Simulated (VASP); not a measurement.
The system is CrPb.

```xyz
2
Lattice="3.4859 0.0000 0.0000 0.0000 3.4859 0.0000 0.0000 0.0000 3.4859" Properties=species:S:1:pos:R:3 pbc="T T T"
Cr    0.0000    0.0000    0.0000
Pb    1.7429    1.7429    1.7429
```

Base run:

* Program: VASP 6.6.1
* Functional: PBEsol
* Potentials or basis: VASP PAW PBE potentials, release 64 (Cr_pv, Pb_d)
* Cutoff: 520 eV
* k mesh: 12 × 12 × 12
* Occupations: gaussian, width 0.1 eV
* Spin: collinear spin, ferrimagnetic start
* Starting moments: [2.86, -0.12] μB
* Fixed moment: 2.5 μB

Its results: pressure -8.5 GPa; site moments Cr +2.55; Pb -0.13 μB.

Q: The run is repeated on the same cell with these changes: fixed moment from 2.5 μB to 2 μB; moments at the start from [2.86, -0.12] to [2.34, -0.12]. What comes out?

A: Pressure -11.0 GPa; site moments Cr +2.09; Pb -0.12 μB.

Caveats: the PAW data sets were made with another functional, which shifts forces and pressure a little; the total moment is fixed, so each spin has its own Fermi level.
